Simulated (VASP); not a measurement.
# Mg2Sn: single point with PBE+D3(BJ)

Mg2Sn:

```
Sn Mg
1.0
     0.00000    3.35621    3.35621
     3.35621    0.00000    3.35621
     3.35621    3.35621    0.00000
Sn Mg
1 2
Direct
  0.00000 0.00000 0.00000
  0.25000 0.25000 0.25000
  0.75000 0.75000 0.75000
```

```yaml
Program: VASP 6.6.1
Task: single point
Functional: PBE
Dispersion: D3(BJ)
Potentials_or_basis: VASP PAW PBE potentials, release 64 (Sn_d, Mg)
Cutoff: 600 eV
k_mesh: 12 × 12 × 12
Occupations: gaussian, width 0.1 eV
Spin: no spin polarisation
```

```yaml
Pressure: 0.0 GPa
Band_gap_on_the_k_mesh: zero (bands 9 and 10 overlap by 0.12 eV)
Dispersion_energy_per_atom: -0.302 eV
```

Levels at points of the mesh, in eV from the Fermi level:
```tsv
k point	band 6	band 7	band 8	band 9	band 10	band 11	band 12	band 13
(0.00, 0.00, 0.00)	-9.18	0.03	0.03	0.03	1.57	2.20	2.20	2.20
(0.50, 0.00, 0.00)	-7.88	-4.87	-0.82	-0.82	0.77	2.25	2.25	4.01
(0.50, 0.50, 0.00)	-7.36	-4.64	-2.12	-2.12	-0.10	0.16	7.35	7.35
```

Run time: 2.6 min on 1 thread of Intel Xeon 8259CL, on a shared host, peak memory 0.32 GiB.

Caveat: spin-orbit coupling is left out, which moves the levels of the heavy elements.
